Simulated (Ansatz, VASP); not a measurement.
Hg: VASP beside Ansatz

Contents of INCAR:

```
PREC = Accurate ; ENCUT = 520
EDIFF = 1E-6 ; ISMEAR = -1
SIGMA = 0.1 ; LREAL = False
LASPH = True ; NELM = 60
ALGO = Normal ; ISIF = 2
LWAVE = False ; LCHARG = False
GGA = CA ; NBANDS = 25
```

The input KPOINTS:

```
regular mesh
0
Gamma
  9 9 14
```

POSCAR

```
Hg
1.0
    5.3016659588      0.0000000000      0.0000000000
   -2.6508329794      4.5913774027      0.0000000000
    0.0000000000      0.0000000000      3.0210850150
Hg
3
Direct
    0.0000000000      0.0000000000      0.0000000000
    0.3333333333      0.6666666667      0.5000000000
    0.6666666667      0.3333333333      0.5000000000
```

Input for Ansatz:

```yaml
crystal:
  lattice:
    - [5.3016659588, 0.0, 0.0]
    - [-2.6508329794, 4.5913774027, 0.0]
    - [0.0, 0.0, 3.021085015]
  atoms:
    - { symbol: Hg, position: [0.0, 0.0, 0.0] }
    - { symbol: Hg, position: [0.3333333333, 0.6666666667, 0.5] }
    - { symbol: Hg, position: [0.6666666667, 0.3333333333, 0.5] }
hamiltonian:
  xc: lda
  pseudopotentials:
    kind: paw
    azcp:
      Hg: "pseudopotentials/Hg.paw.azcp"
basis:
  ecutwfc: 420
  fft_grid_basis: typed
kpoints:
  mp_grid: { grid: [9, 9, 14], shift: [0, 0, 0] }
magnetization:
  spin_polarized: false
scf:
  occupations: { method: fermi_dirac, width: 0.1 }
output:
  stress: true
```

Alike in both runs: task single point; functional LDA; k mesh 9 × 9 × 14; occupations fermi-dirac, width 0.1 eV; no spin polarisation.

|  | VASP | Ansatz |
| --- | --- | --- |
| version | VASP 6.6.1 | Ansatz 0.2.0 |
| potentials or method | VASP PAW LDA potentials, release 64 (Hg), cutoff 520 eV | plane waves (420 eV) with PAW, scalar-relativistic |
| valence electrons in the cell | 36 | 60 |

```tsv
	VASP	Ansatz	Ansatz less VASP
pressure (GPa)	-2.4	-2.8	-0.35
traceless stress, the component that is largest in VASP (GPa)	0.29	0.21	-0.081
```

Ansatz warns that its potentials were made for another functional, while VASP's fit it. LDA's correlation is that of Perdew and Zunger in VASP and of Perdew and Wang (1992) in Ansatz. VASP's potentials hold 36 valence electrons a cell and Ansatz's 60, so a difference there can come from the potentials and not from the codes.

Neither program's run includes spin-orbit coupling.
